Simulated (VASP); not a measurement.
# PbS (Fm-3m) in VASP: notebook

PbS is run at these levels: PBE+D3(BJ), r2SCAN+rVV10; tasks: single point.

All numbers are computed with VASP 6.6.1; they aren't measurements. Logs are shortened: lines on timing, memory, paths and dates and some standing lists are left out, and cuts for length are marked.

## Step 1: The cell of the first run

It takes space group Fm-3m (No. 225, cubic). Conventional cell: a = 5.934 Å, b = 5.934 Å, c = 5.934 Å, α = 90.00°, β = 90.00°, γ = 90.00°. Pb (site symmetry m-3m) has 6 S at 2.97 Å within 3.9 Å. S (site symmetry m-3m) has 6 Pb at 2.97 Å within 3.9 Å.

## Step 2: Single point, PBE+D3(BJ)

INCAR

```
PREC = Accurate
ENCUT = 520
EDIFF = 1E-6
ISMEAR = -1
SIGMA = 0.02
LREAL = F
LASPH = T
NELM = 60
ALGO = Normal
ISIF = 2
LWAVE = F
LCHARG = F
GGA = PE
IVDW = 12
NBANDS = 17
```

KPOINTS

```
Automatic mesh
0
Gamma
  6 6 6
```

POSCAR

```
PbS
1.0
    0.0000000000      2.9671236703      2.9671236703
    2.9671236703      0.0000000000      2.9671236703
    2.9671236703      2.9671236703      0.0000000000
Pb S
1 1
Direct
    0.0000000000      0.0000000000      0.0000000000
    0.5000000000      0.5000000000      0.5000000000
```

Potentials or basis: VASP PAW PBE potentials, release 64 (Pb_d, S).

On the command line:

```sh
$ cat potpaw_PBE.64/Pb_d/POTCAR potpaw_PBE.64/S/POTCAR > POTCAR
$ mpirun -np 1 vasp_std > vasp.out
```

OUTCAR:

```text
PREC = Accurate
   ENCUT = 520
   EDIFF = 1E-6
   ISMEAR = -1
   LREAL = F
   LASPH = T
   NELM = 60
   ISIF = 2
   GGA = PE
   IVDW = 12
 IVDW          = 12

 ion  position               nearest neighbor table
   1  0.000  0.000  0.000-   2 2.97   2 2.97   2 2.97   2 2.97   2 2.97   2 2.97
   2  0.500  0.500  0.500-   1 2.97   1 2.97   1 2.97   1 2.97   1 2.97   1 2.97

  LATTYP: Found a face centered cubic cell.
 ALAT       =     5.9342473406

  Lattice vectors:

 A1 = (   0.0000000000,   2.9671236703,   2.9671236703)
 A2 = (   2.9671236703,   0.0000000000,   2.9671236703)
 A3 = (   2.9671236703,   2.9671236703,   0.0000000000)

Analysis of symmetry for initial positions (statically):
=====================================================================
 Subroutine PRICEL returns:
 Original cell was already a primitive cell.

 Routine SETGRP: Setting up the symmetry group for a
 face centered cubic supercell.

 Subroutine GETGRP returns: Found 48 space group operations
 (whereof 48 operations were pure point group operations)
 out of a pool of 48 trial point group operations.

The static configuration has the point symmetry O_h .

Analysis of symmetry for dynamics (positions and initial velocities):
=====================================================================
 Subroutine PRICEL returns:
 Original cell was already a primitive cell.

 Routine SETGRP: Setting up the symmetry group for a
 face centered cubic supercell.

 Subroutine GETGRP returns: Found 48 space group operations
 (whereof 48 operations were pure point group operations)
 out of a pool of 48 trial point group operations.

The dynamic configuration has the point symmetry O_h .

 Subroutine INISYM returns: Found 48 space group operations
 (whereof 48 operations are pure point group operations),
 and found     1 'primitive' translations

----------------------------------------------------------------------------------------

                                     Primitive cell

  volume of cell :      52.2441

  direct lattice vectors                    reciprocal lattice vectors
     0.000000000  2.967123670  2.967123670    -0.168513367  0.168513367  0.168513367
     2.967123670  0.000000000  2.967123670     0.168513367 -0.168513367  0.168513367
     2.967123670  2.967123670  0.000000000     0.168513367  0.168513367 -0.168513367

  length of vectors
     4.196146536  4.196146536  4.196146536     0.291873713  0.291873713  0.291873713

  position of ions in fractional coordinates (direct lattice)
     0.000000000  0.000000000  0.000000000
     0.500000000  0.500000000  0.500000000

  ion indices of the primitive-cell ions
   primitive index   ion index
                 1           1
                 2           2

----------------------------------------------------------------------------------------

 KPOINTS: Automatic mesh

Automatic generation of k-mesh.
 Grid dimensions read from file:
 generate k-points for:    6    6    6

 Generating k-lattice:

  Cartesian coordinates                     Fractional coordinates (reciprocal lattice)
    -0.028085561  0.028085561  0.028085561     0.166666667  0.000000000  0.000000000
     0.028085561 -0.028085561  0.028085561     0.000000000  0.166666667  0.000000000
     0.028085561  0.028085561 -0.028085561     0.000000000  0.000000000  0.166666667

  Length of vectors
     0.048645619  0.048645619  0.048645619

  Shift w.r.t. Gamma in fractional coordinates (k-lattice)
     0.000000000  0.000000000  0.000000000

 Subroutine IBZKPT returns following result:
 ===========================================

 Found     16 irreducible k-points:

 Following reciprocal coordinates:
            Coordinates               Weight
  0.000000  0.000000  0.000000      1.000000
  0.166667  0.000000  0.000000      8.000000
  0.333333  0.000000  0.000000      8.000000
  0.500000  0.000000  0.000000      4.000000
  0.166667  0.166667  0.000000      6.000000
  0.333333  0.166667  0.000000     24.000000
[... 8 lines left out ...]
 -0.333333  0.333333  0.166667     24.000000
 -0.333333  0.500000  0.166667     12.000000
   k-points           NKPTS =     16   k-points in BZ     NKDIM =     16   number of bands    NBANDS=     17
   number of dos      NEDOS =    301   number of ions     NIONS =      2
   total plane-waves  NPLWV =  32768
   dimension x,y,z NGX =    32 NGY =   32 NGZ =   32
   dimension x,y,z NGXF=    64 NGYF=   64 NGZF=   64
   ions per type =               1   1
   NGX,Y,Z   is equivalent  to a cutoff of  12.68, 12.68, 12.68 a.u.
   NGXF,Y,Z  is equivalent  to a cutoff of  25.36, 25.36, 25.36 a.u.
 SYSTEM =  unknown system
   PREC   = accura    normal or accurate (medium, high low for compatibility)
   ISTART =      0    job   : 0-new  1-cont  2-samecut
   ICHARG =      2    charge: 1-file 2-atom 10-const
   ISPIN  =      1    spin polarized calculation?
   LNONCOLLINEAR =      F non collinear calculations
   LSORBIT =      F    spin-orbit coupling
   LASPH  =      T    aspherical Exc in radial PAW
   ENCUT  =  520.0 eV  38.22 Ry    6.18 a.u.   7.80  7.80  7.80*2*pi/ulx,y,z
   NELM   =     60;   NELMIN=  2; NELMDL= -5     # of ELM steps
   EDIFF  = 0.1E-05   stopping-criterion for ELM
   LREAL  =      F    real-space projection
   EDIFFG = 0.1E-04   stopping-criterion for IOM
   NSW    =      0    number of steps for IOM
   IBRION =     -1    ionic relax: 0-MD 1-quasi-New 2-CG
   NFREE  =      0    steps in history (QN), initial steepest desc. (CG)
   ISIF   =      2    stress and relaxation
   ISYM   =      2    0-nonsym 1-usesym 2-fastsym
   POTIM  = 0.5000    time-step for ionic-motion
   TEBEG  =    0.0;   TEEND  =   0.0 temperature during run
   PSTRESS=    0.0 pullay stress
   NELECT =      20.0000    total number of electrons
   NUPDOWN=      -1.0000    fix difference up-down
   EMIN   =  10.00;   EMAX   =-10.00  energy-range for DOS
   EFERMI =   0.00;   METHOD = LEGACY
   ISMEAR =    -1;   SIGMA  =   0.02  broadening in eV -4-tet -1-fermi 0-gaus
   EFERMI_NEDOS =   21; number of points for ismear=-14 and -15
   IALGO  =     38    algorithm
   IMIX   =      4    mixing-type and parameters
     AMIX     =   0.40;   BMIX     =  1.00
     AMIX_MAG =   1.60;   BMIX_MAG =  1.00
  volume/ion in A,a.u.               =      26.12       176.28
  Fermi-wavevector in a.u.,A,eV,Ry     =   1.188701  2.246319 19.225159  1.413009
  Thomas-Fermi vector in A             =   2.324824
   LORBIT       =      0    0 simple, 1 ext, 2 COOP (PROOUT), +10 PAW based schemes
   GGA     = PE    functional components
   LHFCALC =     F    Hartree Fock is set to
   AEXX    =    0.0000 exact exchange contribution
   IVDW    =    12    specifies the selected vdW correction
   LEPSILON=     F    determine dielectric tensor
   LRPA    =     F    only Hartree local field effects (RPA)
 non-spin polarized calculation
  energy-cutoff  :      520.00
  volume of cell :       52.24
 maximum number of plane-waves:      1420
   NGX = 15   NGY = 15   NGZ = 15

 number of electron      19.9999998 magnetization

 Free energy of the ion-electron system (eV)
  ---------------------------------------------------
  ext. energy  EPLUGINS =         0.00000000
  ---------------------------------------------------
  free energy    TOTEN  =        -8.75854214 eV

  energy without entropy =       -8.75854069  energy(sigma->0) =       -8.75854142

 E-fermi :   5.9863     XC(G=0):  -9.6766

 val. band max:        5.8010744075   @ k =   0.5000   0.0000   0.0000
 cond. band min:       6.1714834142   @ k =   0.5000   0.0000   0.0000
 fundamental gap:      0.3704090067
 Fermi energy:         5.9862791181

 k-point     1 :       0.0000    0.0000    0.0000
  band No.  band energies     occupation
      1     -11.0169      2.00000
      2     -11.0169      2.00000
      3     -11.0169      2.00000
      4     -11.0005      2.00000
      5     -11.0005      2.00000
      6      -7.7829      2.00000
[... 9 lines left out ...]
     16      12.5374      0.00000
     17      14.4646      0.00000

 k-point     2 :       0.1667    0.0000    0.0000
  band No.  band energies     occupation
      1     -11.0157      2.00000
      2     -11.0145      2.00000
      3     -11.0145      2.00000
      4     -10.9992      2.00000
      5     -10.9992      2.00000
      6      -7.5501      2.00000
[... 9 lines left out ...]
     16      13.1427      0.00000
     17      16.3365      0.00000

 k-point     3 :       0.3333    0.0000    0.0000
  band No.  band energies     occupation
      1     -11.0270      2.00000
      2     -11.0270      2.00000
      3     -11.0142      2.00000
      4     -10.9792      2.00000
      5     -10.9792      2.00000
      6      -6.9599      2.00000
[... 9 lines left out ...]
     16      14.5454      0.00000
     17      18.0529      0.00000

 k-point     4 :       0.5000    0.0000    0.0000
  band No.  band energies     occupation
      1     -11.0342      2.00000
      2     -11.0342      2.00000
      3     -11.0137      2.00000
      4     -10.9681      2.00000
      5     -10.9681      2.00000
      6      -6.5458      2.00000
[... 9 lines left out ...]
     16      15.9277      0.00000
     17      16.3474      0.00000
[... 183 lines left out ...]
      1     -11.0789      2.00000
      2     -11.0178      2.00000
      3     -11.0058      2.00000
      4     -10.9762      2.00000
      5     -10.9727      2.00000
      6      -6.4964      2.00000
[... 9 lines left out ...]
     16      16.4292      0.00000
     17      16.7577      0.00000

 k-point    15 :      -0.3333    0.3333    0.1667
  band No.  band energies     occupation
      1     -11.0896      2.00000
      2     -11.0111      2.00000
      3     -10.9963      2.00000
      4     -10.9948      2.00000
      5     -10.9634      2.00000
      6      -6.2018      2.00000
[... 9 lines left out ...]
     16      17.2014      0.00000
     17      17.5854      0.00000

 k-point    16 :      -0.3333    0.5000    0.1667
  band No.  band energies     occupation
      1     -11.1228      2.00000
      2     -11.0217      2.00000
      3     -10.9914      2.00000
      4     -10.9787      2.00000
      5     -10.9563      2.00000
      6      -6.0877      2.00000
[... 9 lines left out ...]
     16      17.6424      0.00000
     17      18.0580      0.00000

------------------------ aborting loop because EDIFF is reached ----------------------------------------

 Edisp (eV)   -0.69342

 E8    (eV) :    -0.3122

  FORCE on cell =-STRESS in cart. coord.  units (eV):
  Direction    XX          YY          ZZ          XY          YZ          ZX
  --------------------------------------------------------------------------------------
  -------------------------------------------------------------------------------------
  Total      -0.03644    -0.03644    -0.03644     0.00000     0.00000     0.00000
  in kB      -1.11763    -1.11763    -1.11763     0.00000     0.00000     0.00000
  external pressure =       -1.12 kB  Pullay stress =        0.00 kB

 VOLUME and BASIS-vectors are now :
 -----------------------------------------------------------------------------
  energy-cutoff  :      520.00
  volume of cell :       52.24
      direct lattice vectors                 reciprocal lattice vectors
     0.000000000  2.967123670  2.967123670    -0.168513367  0.168513367  0.168513367
     2.967123670  0.000000000  2.967123670     0.168513367 -0.168513367  0.168513367
     2.967123670  2.967123670  0.000000000     0.168513367  0.168513367 -0.168513367

 POSITION                                       TOTAL-FORCE (eV/Angst)
 -----------------------------------------------------------------------------------
      0.00000      0.00000      0.00000         0.000000      0.000000      0.000000
      2.96712      2.96712      2.96712        -0.000000      0.000000     -0.000000
 -----------------------------------------------------------------------------------
    total drift:                                0.000000     -0.000000     -0.000000

  FREE ENERGIE OF THE ION-ELECTRON SYSTEM (eV)
  ---------------------------------------------------
  free  energy   TOTEN  =        -9.4519588335 eV

  energy  without entropy=       -9.4519573875  energy(sigma->0) =       -9.45195811
```

Run time: 6.7 s. Hardware: 1 thread of Intel Xeon Platinum 8559C (Emerald Rapids), shared host; peak memory 0.18 GiB.

Results:

| Item | Value |
| --- | --- |
| Free energy | -9.4520 eV |
| Pressure | -0.1 GPa |
| Band gap on the k mesh | 0.37 eV |
| Dispersion energy per atom | -0.347 eV |

Caveat: spin-orbit coupling is left out, which moves the levels of the heavy elements.

## Step 3: Single point, r2SCAN+rVV10

This run uses another cell than the first one, of 26.21 Å³/atom.

POSCAR

```
PbS
1.0
    0.0000000000      2.9705684010      2.9705684010
    2.9705684010      0.0000000000      2.9705684010
    2.9705684010      2.9705684010      0.0000000000
Pb S
1 1
Direct
    0.0000000000      0.0000000000      0.0000000000
    0.5000000000      0.5000000000      0.5000000000
```

INCAR.step1

```
PREC = Accurate
ENCUT = 520
ISMEAR = -1
SIGMA = 0.02
LREAL = False
LASPH = True
NELM = 60
NBANDS = 17
GGA = PE
ALGO = Normal
EDIFF = 1E-4
LWAVE = True
LCHARG = False
```

INCAR.step2

```
PREC = Accurate
ENCUT = 520
EDIFF = 1E-6
ISMEAR = -1
SIGMA = 0.02
LREAL = False
LASPH = True
NELM = 60
ALGO = Normal
ISIF = 2
LWAVE = False
LCHARG = True
METAGGA = R2SCAN
LMIXTAU = True
LUSE_VDW = True
IVDW_NL = 2
BPARAM = 11.95
CPARAM = 0.0093
LELF = True
LVHAR = True
NBANDS = 17
ISTART = 1
```

KPOINTS is that of step 2.

Potentials or basis: VASP PAW PBE potentials, release 64 (Pb_d, S).

On the command line:

```sh
$ cat potpaw_PBE.64/Pb_d/POTCAR potpaw_PBE.64/S/POTCAR > POTCAR
$ cp INCAR.step1 INCAR
$ mpirun -np 1 vasp_std > vasp.out
$ cp INCAR.step2 INCAR
$ mpirun -np 1 vasp_std > vasp.out
```

OUTCAR:

```text
PREC = Accurate
   ENCUT = 520
   EDIFF = 1E-6
   ISMEAR = -1
   LREAL = False
   LASPH = True
   NELM = 60
   ISIF = 2
   METAGGA = R2SCAN
   IVDW_NL = 2
   BPARAM = 11.95
   ISTART = 1

 ion  position               nearest neighbor table
   1  0.000  0.000  0.000-   2 2.97   2 2.97   2 2.97   2 2.97   2 2.97   2 2.97
   2  0.500  0.500  0.500-   1 2.97   1 2.97   1 2.97   1 2.97   1 2.97   1 2.97

  LATTYP: Found a face centered cubic cell.
 ALAT       =     5.9411368020

  Lattice vectors:

 A1 = (   0.0000000000,   2.9705684010,   2.9705684010)
 A2 = (   2.9705684010,   0.0000000000,   2.9705684010)
 A3 = (   2.9705684010,   2.9705684010,   0.0000000000)

Analysis of symmetry for initial positions (statically):
=====================================================================
 Subroutine PRICEL returns:
 Original cell was already a primitive cell.

 Routine SETGRP: Setting up the symmetry group for a
 face centered cubic supercell.

 Subroutine GETGRP returns: Found 48 space group operations
 (whereof 48 operations were pure point group operations)
 out of a pool of 48 trial point group operations.

The static configuration has the point symmetry O_h .

Analysis of symmetry for dynamics (positions and initial velocities):
=====================================================================
 Subroutine PRICEL returns:
 Original cell was already a primitive cell.

 Routine SETGRP: Setting up the symmetry group for a
 face centered cubic supercell.

 Subroutine GETGRP returns: Found 48 space group operations
 (whereof 48 operations were pure point group operations)
 out of a pool of 48 trial point group operations.

The dynamic configuration has the point symmetry O_h .

 Subroutine INISYM returns: Found 48 space group operations
[... 101 lines left out ...]
   EMIN   =  10.00;   EMAX   =-10.00  energy-range for DOS
   EFERMI =   0.00;   METHOD = LEGACY
   ISMEAR =    -1;   SIGMA  =   0.02  broadening in eV -4-tet -1-fermi 0-gaus
   EFERMI_NEDOS =   21; number of points for ismear=-14 and -15
   IALGO  =     38    algorithm
   IMIX   =      4    mixing-type and parameters
     AMIX     =   0.40;   BMIX     =  1.00
     AMIX_MAG =   1.60;   BMIX_MAG =  1.00
  volume/ion in A,a.u.               =      26.21       176.89
  Fermi-wavevector in a.u.,A,eV,Ry     =   1.187322  2.243714 19.180597  1.409734
  Thomas-Fermi vector in A             =   2.323476
   LORBIT       =      0    0 simple, 1 ext, 2 COOP (PROOUT), +10 PAW based schemes
   METAGGA = R2SCAN    functional components
   LHFCALC =     F    Hartree Fock is set to
   AEXX    =    0.0000 exact exchange contribution
   IVDW_NL    =     2    kernel type
   BPARAM     =11.9500
   IVDW    =     0    specifies the selected vdW correction
   LEPSILON=     F    determine dielectric tensor
   LRPA    =     F    only Hartree local field effects (RPA)
 non-spin polarized calculation
  energy-cutoff  :      520.00
  volume of cell :       52.43
 maximum number of plane-waves:      1428
   NGX = 15   NGY = 15   NGZ = 15

 number of electron      19.9999999 magnetization

 Free energy of the ion-electron system (eV)
  ---------------------------------------------------
  ext. energy  EPLUGINS =         0.00000000
  ---------------------------------------------------
  free energy    TOTEN  =       -65.10771822 eV

  energy without entropy =      -65.10771821  energy(sigma->0) =      -65.10771821

 E-fermi :   5.9229     XC(G=0): -10.2847

 val. band max:        5.6252792342   @ k =   0.5000   0.0000   0.0000
 cond. band min:       6.2205722537   @ k =   0.5000   0.0000   0.0000
 fundamental gap:      0.5952930195
 Fermi energy:         5.9229098749

 k-point     1 :       0.0000    0.0000    0.0000
  band No.  band energies     occupation
      1     -11.7877      2.00000
      2     -11.7877      2.00000
      3     -11.7877      2.00000
      4     -11.7725      2.00000
      5     -11.7725      2.00000
      6      -8.5564      2.00000
[... 297 lines left out ...]
      4     -11.7497      2.00000
      5     -11.7274      2.00000
      6      -6.8292      2.00000
[... 9 lines left out ...]
     16      18.0619      0.00000
     17      18.3899      0.00000

------------------------ aborting loop because EDIFF is reached ----------------------------------------

  FORCE on cell =-STRESS in cart. coord.  units (eV):
  Direction    XX          YY          ZZ          XY          YZ          ZX
  --------------------------------------------------------------------------------------
  -------------------------------------------------------------------------------------
  Total        0.0348607      0.0348607      0.0348607      0.0000000     -0.0000000     -0.0000000
  in kB        1.0653633      1.0653633      1.0653633      0.0000000     -0.0000000     -0.0000000
  external PRESSURE =       1.0653633 kB  Pullay stress =       0.0000000 kB

 VOLUME and BASIS-vectors are now :
 -----------------------------------------------------------------------------
  energy-cutoff  :      520.00
  volume of cell :       52.43
      direct lattice vectors                 reciprocal lattice vectors
     0.000000000  2.970568401  2.970568401    -0.168317956  0.168317956  0.168317956
     2.970568401  0.000000000  2.970568401     0.168317956 -0.168317956  0.168317956
     2.970568401  2.970568401  0.000000000     0.168317956  0.168317956 -0.168317956

 POSITION                                       TOTAL-FORCE (eV/Angst)
 -----------------------------------------------------------------------------------
      0.00000      0.00000      0.00000         0.000000      0.000000      0.000000
      2.97057      2.97057      2.97057         0.000000     -0.000000     -0.000000
 -----------------------------------------------------------------------------------
    total drift:                                0.000000     -0.000000     -0.000000

  FREE ENERGIE OF THE ION-ELECTRON SYSTEM (eV)
  ---------------------------------------------------
  free  energy   TOTEN  =       -65.1077182177 eV

  energy  without entropy=      -65.1077182096  energy(sigma->0) =      -65.10771821
```

Wall time 57 s (1 thread of Intel Xeon Platinum 8559C (Emerald Rapids), shared host); peak memory 0.32 GiB.

What came out:

```yaml
Free_energy: -65.1077 eV
Pressure: 0.1 GPa
Band_gap_on_the_k_mesh: 0.60 eV
```

Caveat: the PAW data sets were made with another functional, which shifts forces and pressure a little; spin-orbit coupling is left out, which moves the levels of the heavy elements.
